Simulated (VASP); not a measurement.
## In: relaxation of shape and atoms at fixed volume with PBE

The system is In.

```xyz
1
Lattice="-1.6244 1.6244 2.2925 1.6244 -1.6244 2.2925 1.6244 1.6244 -2.2925" Properties=species:S:1:pos:R:3 pbc="T T T"
In    0.0000    0.0000    0.0000
```

```
Program                : VASP 6.6.1
Task                   : relaxation of shape and atoms at fixed volume
Functional             : PBE
Potentials or basis    : VASP PAW PBE potentials, release 64 (In_d)
Cutoff                 : 600 eV
k mesh                 : 18 × 18 × 18
Occupations            : gaussian, width 0.1 eV
Spin                   : no spin polarisation
Dipole correction      : no
Further INCAR settings : ALGO = Fast; EDIFF = 1e-06; IBRION = 2; EDIFFG = -0.01; NSW = 50; ISIF = 4
```

```
Pressure after relaxing : 6.4 GPa
Band gap on the k mesh  : zero (an odd number of electrons rules out a gap without spin polarisation)
```

Final structure:
```yaml
crystal:
  lattice:
    - [-1.62438, 1.62438, 2.29246]
    - [1.62438, -1.62438, 2.29246]
    - [1.62438, 1.62438, -2.29246]
  atoms:
    - { symbol: In, position: [0.00000, 0.00000, 0.00000] }
```

Levels at points of the mesh, in eV from the Fermi level:
```tsv
k point	band 2	band 3	band 4	band 5	band 6	band 7	band 8	band 9	band 10
(0.00, 0.00, 0.00)	-14.79	-14.78	-14.58	-14.57	-10.16	11.23	11.24	11.24	11.61
(0.50, 0.00, 0.00)	-14.78	-14.77	-14.39	-14.38	-4.41	-3.79	8.90	8.94	10.93
(0.50, 0.50, 0.00)	-14.95	-14.40	-14.34	-14.33	-2.54	-1.99	4.16	4.17	7.79
(0.50, 0.50, 0.50)	-14.95	-14.40	-14.34	-14.34	-2.52	-1.95	4.13	4.13	7.75
```

It took 91 s on 1 thread of AMD EPYC 9R45 96-Core Processor (Zen 5), on a shared host, peak memory 0.25 GiB.

Caveat: spin-orbit coupling is left out, which moves the levels of the heavy elements.
